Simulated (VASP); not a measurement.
A run of VASP 6.6.1 is set up as follows.

Contents of INCAR:

```
SYSTEM = SnO2
  PREC = Accurate
  ENCUT = 520
  EDIFF = 1E-6
  ISMEAR = 0
  SIGMA = 0.02
  LREAL = .False.
  LASPH = .True.
  NELM = 80
  ALGO = Normal
  ISIF = 2
  LWAVE = .False.
  LCHARG = .False.
  GGA = PS
  NBANDS = 35
```

File KPOINTS:

```
Automatic mesh
0
Gamma
  6 6 8
  0 0 0
```

File POSCAR:

```
SnO2
1.0
    4.7684401083      0.0000000000      0.0000000000
    0.0000000000      4.7684401083      0.0000000000
    0.0000000000      0.0000000000      3.2123958421
Sn O
2 4
Direct
    0.5000000000      0.5000000000      0.5000000000
    0.0000000000      0.0000000000      0.0000000000
    0.1937455548      0.8062544452      0.5000000000
    0.8062544452      0.1937455548      0.5000000000
    0.3062544452      0.3062544452      0.0000000000
    0.6937455548      0.6937455548      0.0000000000
```

Potentials or basis: VASP PAW PBE potentials, release 64 (Sn_d, O).

The run is started by

```bash
$ cat potpaw_PBE.64/Sn_d/POTCAR potpaw_PBE.64/O/POTCAR > POTCAR
$ mpirun -np 1 vasp_std > vasp.out
```

(1) Predict the band gap on the k mesh.

(2) What does it give for the largest force?

(3) Estimate the pressure.

Answers

(1) 0.91 eV.

(2) 0.012 eV/Å.

(3) 0.6 GPa.

Caveat: the PAW data sets were made with another functional, which shifts forces and pressure a little; spin-orbit coupling is left out, which moves the levels of the heavy elements.
